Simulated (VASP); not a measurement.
# As in VASP: settings compared, part 2 of 2

VASP 6.6.1. The steps go on from the part before.

**3. Single point, PBE0**

Input file POSCAR:

```
As
1.0
    2.7036817444      0.0000000000      0.0000000000
    0.0000000000      2.7036817444      0.0000000000
    0.0000000000      0.0000000000      2.7036817444
As
1
Direct
    0.5000000000      0.5000000000      0.5000000000
```

Input file INCAR.step1:

```
SYSTEM = As
ALGO = Normal
EDIFF = 1E-5
ENCUT = 520
GGA = PE
GGA_COMPAT = .False.
ISIF = 2
ISMEAR = -1
LASPH = .True.
LCHARG = .False.
LREAL = .False.
LWAVE = .True.
NBANDS = 14
NELM = 120
PREC = Accurate
SIGMA = 0.05
```

Input file INCAR.step2:

```
SYSTEM = As
AEXX = 0.25
ALGO = Normal
EDIFF = 1E-6
ENCUT = 520
GGA = PE
GGA_COMPAT = .False.
ISIF = 2
ISMEAR = -1
ISTART = 1
LASPH = .True.
LCHARG = .False.
LHFCALC = .True.
LREAL = .False.
LWAVE = .False.
NBANDS = 14
NELM = 120
PREC = Accurate
PRECFOCK = Normal
SIGMA = 0.05
```

Input file KPOINTS:

```
k-points
0
Gamma
  6 6 6
  0 0 0
```

Potentials or basis: VASP PAW PBE potentials, release 64 (As_d).

Run with:

```bash
$ cat potpaw_PBE.64/As_d/POTCAR > POTCAR
$ cp INCAR.step1 INCAR
$ mpirun -np 1 vasp_std > vasp.out
$ cp INCAR.step2 INCAR
$ mpirun -np 1 vasp_std > vasp.out
```

OUTCAR:

```text
SYSTEM = As
   AEXX = 0.25
   EDIFF = 1E-6
   ENCUT = 520
   GGA = PE
   ISIF = 2
   ISMEAR = -1
   ISTART = 1
   LASPH = .True.
   LHFCALC = .True.
   LREAL = .False.
   NELM = 120
   PREC = Accurate
   PRECFOCK = Normal

 ion  position               nearest neighbor table
   1  0.500  0.500  0.500-

  LATTYP: Found a simple cubic cell.
 ALAT       =     2.7036817444

  Lattice vectors:

 A1 = (   2.7036817444,   0.0000000000,   0.0000000000)
 A2 = (   0.0000000000,   2.7036817444,   0.0000000000)
 A3 = (   0.0000000000,   0.0000000000,   2.7036817444)

Analysis of symmetry for initial positions (statically):
=====================================================================
 Subroutine PRICEL returns:
 Original cell was already a primitive cell.

 Routine SETGRP: Setting up the symmetry group for a
 simple cubic supercell.

 Subroutine GETGRP returns: Found 48 space group operations
 (whereof 48 operations were pure point group operations)
 out of a pool of 48 trial point group operations.

The static configuration has the point symmetry O_h .

Analysis of symmetry for dynamics (positions and initial velocities):
=====================================================================
 Subroutine PRICEL returns:
 Original cell was already a primitive cell.

 Routine SETGRP: Setting up the symmetry group for a
 simple cubic supercell.

 Subroutine GETGRP returns: Found 48 space group operations
 (whereof 48 operations were pure point group operations)
 out of a pool of 48 trial point group operations.

The dynamic configuration has the point symmetry O_h .

 Subroutine INISYM returns: Found 48 space group operations
 (whereof 48 operations are pure point group operations),
 and found     1 'primitive' translations

----------------------------------------------------------------------------------------

[... 118 lines left out ...]
   HFSCREEN=    0.0000 screening length (either q_TF or 0.3 A-1)
   HFSCREENC=   0.0000 screening length for correlation (either q_TF or 0.3 A-1)
   ENCUTFOCK=  -1.0 apply spherical cutoff to Coloumb kernel
   IVDW    =     0    specifies the selected vdW correction
   LEPSILON=     F    determine dielectric tensor
   LRPA    =     F    only Hartree local field effects (RPA)
 non-spin polarized calculation
  energy-cutoff  :      520.00
  volume of cell :       19.76
 maximum number of plane-waves:       554
  NGX = 16; NGY = 16; NGZ = 16

 number of electron      14.9999963 magnetization

 Free energy of the ion-electron system (eV)
  ---------------------------------------------------
  ext. energy  EPLUGINS =         0.00000000
  ---------------------------------------------------
  free energy    TOTEN  =        -6.05968822 eV

  energy without entropy =       -6.05966217  energy(sigma->0) =       -6.05967520

 E-fermi :   4.4875     XC(G=0):  -8.8294

 val. band max:        4.0728549129   @ k =   0.1667   0.1667   0.0000
 cond. band min:       4.9023783581   @ k =   0.5000   0.3333   0.3333
 fundamental gap:      0.8295234452
 Fermi energy:         4.4874724961

 k-point     1 :       0.0000    0.0000    0.0000
  band No.  band energies     occupation
      1     -36.3678      2.00000
      2     -36.3678      2.00000
      3     -36.2561      2.00000
      4     -36.2561      2.00000
      5     -36.2561      2.00000
      6     -13.1479      2.00000
      7       9.1390      0.00000
      8       9.1390      0.00000
      9       9.1390      0.00000
     10      13.5800      0.00000
     11      13.5800      0.00000
     12      15.7187      0.00000
     13      32.7708      0.00000
     14      32.7709      0.00000
[... 309 lines left out ...]
      1     -36.3143      2.00000
      2     -36.3143      2.00000
      3     -36.3143      2.00000
      4     -36.2215      2.00000
      5     -36.2215      2.00000
      6      -1.5321      2.00000
      7       1.4865      2.00000
      8       1.4865      2.00000
      9       1.4865      2.00000
     10      10.8690      0.00000
     11      10.8690      0.00000
     12      10.8690      0.00000
     13      14.5377      0.00000
     14      43.3358      0.00000

------------------------ aborting loop because EDIFF is reached ----------------------------------------

  FORCE on cell =-STRESS in cart. coord.  units (eV):
  Direction    XX          YY          ZZ          XY          YZ          ZX
  --------------------------------------------------------------------------------------
  -------------------------------------------------------------------------------------
  Total       -0.1521816     -0.1521816     -0.1521816     -0.0000000      0.0000000     -0.0000000
  in kB      -12.3369029    -12.3369029    -12.3369029     -0.0000000      0.0000000     -0.0000000
  external PRESSURE =     -12.3369029 kB  Pullay stress =       0.0000000 kB

 VOLUME and BASIS-vectors are now :
 -----------------------------------------------------------------------------
  energy-cutoff  :      520.00
  volume of cell :       19.76
      direct lattice vectors                 reciprocal lattice vectors
     2.703681744  0.000000000  0.000000000     0.369866018  0.000000000  0.000000000
     0.000000000  2.703681744  0.000000000     0.000000000  0.369866018  0.000000000
     0.000000000  0.000000000  2.703681744     0.000000000  0.000000000  0.369866018

 POSITION                                       TOTAL-FORCE (eV/Angst)
 -----------------------------------------------------------------------------------
      1.35184      1.35184      1.35184         0.000000      0.000000      0.000000
 -----------------------------------------------------------------------------------
    total drift:                                0.000000     -0.000000      0.000000

  FREE ENERGIE OF THE ION-ELECTRON SYSTEM (eV)
  ---------------------------------------------------
  free  energy   TOTEN  =        -6.0596882230 eV

  energy  without entropy=       -6.0596621703  energy(sigma->0) =       -6.05967520
```

OUTCAR.step1:

```text
SYSTEM = As
   EDIFF = 1E-5
   ENCUT = 520
   GGA = PE
   ISIF = 2
   ISMEAR = -1
   LASPH = .True.
[... 549 lines left out ...]
 -----------------------------------------------------------------------------------
      1.35184      1.35184      1.35184         0.000000      0.000000      0.000000
 -----------------------------------------------------------------------------------
    total drift:                               -0.000000      0.000000     -0.000000

  FREE ENERGIE OF THE ION-ELECTRON SYSTEM (eV)
  ---------------------------------------------------
  free  energy   TOTEN  =        -4.5840206076 eV

  energy  without entropy=       -4.5788047900  energy(sigma->0) =       -4.58141270
```

OSZICAR.step1:

```text
N       E                     dE             d eps       ncg     rms          rms(c)
DAV:   1     0.640413722709E+02    0.64041E+02   -0.61269E+03   664   0.490E+03
DAV:   2     0.946174641789E+00   -0.63095E+02   -0.58446E+02   614   0.516E+02
DAV:   3    -0.448872518721E+01   -0.54349E+01   -0.53917E+01   626   0.745E+01
DAV:   4    -0.458185991979E+01   -0.93135E-01   -0.93128E-01   692   0.105E+01
DAV:   5    -0.458262548427E+01   -0.76556E-03   -0.76556E-03   668   0.109E+00    0.247E+00
DAV:   6    -0.458313041696E+01   -0.50493E-03   -0.11809E-03   716   0.439E-01    0.146E+00
DAV:   7    -0.458394114558E+01   -0.81073E-03   -0.27416E-03   650   0.528E-01    0.812E-02
DAV:   8    -0.458402304158E+01   -0.81896E-04   -0.15160E-04   656   0.259E-01    0.701E-03
DAV:   9    -0.458402060761E+01    0.24340E-05   -0.55971E-06   526   0.635E-02
   1 F= -.45840206E+01 E0= -.45814127E+01  d E =-.521582E-02
```

It took 12 min on 1 thread of Intel Xeon Platinum 8175M at 2.50GHz (Skylake/Cascade Lake), shared host; peak memory 0.14 GiB.

What came out:

* Free energy: -6.0597 eV
* Pressure: -1.2 GPa
* Band gap on the k mesh: zero (an odd number of electrons rules out a gap without spin polarisation)

Caveat: the k points lie up to 0.39 Å⁻¹ apart, too coarse for converged energies and pressures of a metal; the PAW data sets were made with another functional, which shifts forces and pressure a little.

**4. Single point, PBEsol (the cell strained at random)**

Input file INCAR:

```
SYSTEM = As
PREC = Accurate ; ENCUT = 520
EDIFF = 1E-7 ; ISMEAR = -1
SIGMA = 0.1 ; LREAL = .False.
LASPH = .True. ; NELM = 100
ALGO = Normal ; ISIF = 2
LWAVE = .False. ; LCHARG = .False.
GGA = PS ; NBANDS = 8
```

Input file KPOINTS:

```
Automatic mesh
0
Gamma
  10 10 10
  0 0 0
```

Input file POSCAR:

```
As
1.0
    2.7420250000      0.0115310000      0.0148770000
    0.0115310000      2.6977680000     -0.0380520000
    0.0148770000     -0.0380520000      2.6723850000
As
1
Direct
    0.4989510000      0.4916850000      0.4804300000
```

Potentials or basis: VASP PAW PBE potentials, release 64 (As).

Run with:

```bash
$ cat potpaw_PBE.64/As/POTCAR > POTCAR
$ mpirun -np 1 vasp_std > vasp.out
```

It took 56 s on 1 thread of AMD EPYC 7R43 (Zen 3), shared host; peak memory 0.15 GiB.

The run converged. Its results:

```yaml
Free_energy: -5.0450 eV
Pressure: -1.2 GPa
Band_gap_on_the_k_mesh: zero (an odd number of electrons rules out a gap without spin polarisation)
```

Stress tensor (GPa, compression positive):
```
-3.94 -0.19 -0.33
-0.19 -0.54  1.02
-0.33  1.02  1.03
```

Levels at points of the mesh, in eV from the Fermi level:
```csv
k point,band 1,band 2,band 3,band 4,band 5,band 6
"(0.00, 0.00, 0.00)",-14.93,3.74,4.28,4.65,8.34,8.74
"(0.50, 0.00, 0.00)",-11.99,-6.86,6.41,6.79,11.26,14.31
"(0.00, 0.50, 0.00)",-11.73,-6.91,6.07,6.92,11.22,13.98
"(0.50, 0.50, 0.00)",-8.68,-4.39,-4.10,2.45,8.92,16.49
"(0.00, 0.00, 0.50)",-11.58,-6.93,6.19,6.71,11.26,13.87
"(0.50, 0.00, 0.50)",-8.51,-4.43,-3.98,2.48,8.71,16.36
"(0.00, 0.50, 0.50)",-8.24,-4.38,-3.92,2.54,8.38,16.34
"(0.50, 0.50, 0.50)",-4.86,-2.09,-1.68,-1.45,5.80,5.80
```

Caveat: the cell differs from its parent crystal (the cell strained at random); the PAW data sets were made with another functional, which shifts forces and pressure a little.

**5. Single point, PBE0**

This run uses another cell than the first one, of 20.95 Å³/atom.

Input file POSCAR:

```
As
1.0
    2.7567085743      0.0000000000      0.0000000000
    0.0000000000      2.7567085743      0.0000000000
    0.0000000000      0.0000000000      2.7567085743
As
1
Direct
    0.5000000000      0.5000000000      0.5000000000
```

Input file INCAR.step1:

```
PREC     = Accurate       # precision mode
ENCUT    = 520            # plane-wave cutoff, eV
EDIFF    = 1E-5           # SCF threshold, eV
ISMEAR   = -1             # smearing method
SIGMA    = 0.05           # smearing width, eV
LREAL    = F              # projectors in reciprocal space
LASPH    = T              # aspherical terms in the spheres
NELM     = 120            # most SCF steps
ALGO     = Normal         # electronic algorithm
ISIF     = 2              # what is computed and relaxed
LWAVE    = T              # write WAVECAR
NBANDS   = 14             # bands
GGA      = PE             # functional
GGA_COMPAT= F
```

Input file INCAR.step2:

```
PREC     = Accurate       # precision mode
ENCUT    = 520            # plane-wave cutoff, eV
EDIFF    = 1E-6           # SCF threshold, eV
ISMEAR   = -1             # smearing method
SIGMA    = 0.05           # smearing width, eV
LREAL    = F              # projectors in reciprocal space
LASPH    = T              # aspherical terms in the spheres
NELM     = 120            # most SCF steps
ALGO     = Normal         # electronic algorithm
ISIF     = 2              # what is computed and relaxed
LWAVE    = F              # write WAVECAR
LCHARG   = T              # write CHGCAR
GGA      = PE             # functional
LHFCALC  = T              # exact exchange
AEXX     = 0.25           # exact-exchange fraction
PRECFOCK = Normal       
LELF     = T              # ELF
LVHAR    = T            
NBANDS   = 14             # bands
ISTART   = 1            
GGA_COMPAT= F
```

Input file KPOINTS:

```
Automatic mesh
0
Gamma
  6 6 6
```

Potentials or basis: VASP PAW PBE potentials, release 64 (As_d).

Run with:

```bash
$ cat potpaw_PBE.64/As_d/POTCAR > POTCAR
$ cp INCAR.step1 INCAR
$ mpirun -np 1 vasp_std > vasp.out
$ cp INCAR.step2 INCAR
$ mpirun -np 1 vasp_std > vasp.out
```

Run time: 11 min. Hardware: 1 thread of Intel Xeon Platinum 8259CL at 2.50GHz (Skylake/Cascade Lake), shared host; peak memory 0.14 GiB.

It converged, with:

```yaml
Free_energy: -6.0423 eV
Pressure: -2.2 GPa
Band_gap_on_the_k_mesh: zero (an odd number of electrons rules out a gap without spin polarisation)
```

Levels at points of the mesh, in eV from the Fermi level:
```csv
k point,band 5,band 6,band 7,band 8,band 9,band 10
"(0.00, 0.00, 0.00)",-40.57,-17.01,4.56,4.56,4.56,9.16
"(0.50, 0.00, 0.00)",-40.57,-13.74,-8.21,6.90,6.90,12.02
"(0.50, 0.50, 0.00)",-40.54,-10.35,-5.42,-5.42,3.00,9.02
"(0.50, 0.50, 0.50)",-40.54,-6.57,-2.83,-2.83,-2.83,6.51
```

Caveat: the k points lie up to 0.38 Å⁻¹ apart, too coarse for converged energies and pressures of a metal; the PAW data sets were made with another functional, which shifts forces and pressure a little.

**6. The runs side by side**

| task | level | potentials or basis | cell | k mesh | cutoff (eV) | smearing | grid for exact exchange (PRECFOCK) | share of exact exchange | screening parameter | gap on the mesh (eV) | pressure (GPa) |
| --- | --- | --- | --- | --- | --- | --- | --- | --- | --- | --- | --- |
| relaxation of cell and atoms | PBEsol-based screened hybrid with 25 % exact exchange | VASP PAW PBE potentials, release 64 (As) | relaxed from a = 2.704 Å, 1 atom | 5 × 5 × 5 | 600 | fermi-dirac 0.05 eV | Normal | 0.25 | 0.207 1/Å | none | 0.0 |
| single point | PBE0 | VASP PAW PBE potentials, release 64 (As_d) | a = 2.704 Å, 1 atom | 6 × 6 × 6 | 520 | fermi-dirac 0.05 eV | Normal | 0.25 | - | none | -1.2 |
| single point | PBEsol | VASP PAW PBE potentials, release 64 (As) | a = 2.742, b = 2.698, c = 2.673 Å, angles 91.6, 89.4, 89.5°, 1 atom | 10 × 10 × 10 | 520 | fermi-dirac 0.1 eV | - | - | - | none | -1.2 |
| single point | PBE0 | VASP PAW PBE potentials, release 64 (As_d) | a = 2.757 Å, 1 atom | 6 × 6 × 6 | 520 | fermi-dirac 0.05 eV | Normal | 0.25 | - | none | -2.2 |

Alike in all rows: no spin polarisation.

Caveats: some runs use coarse meshes; the PAW data sets were made with another functional, which shifts forces and pressure a little.

Total energies depend on the potentials used, so only differences within one code and one set of settings carry meaning.
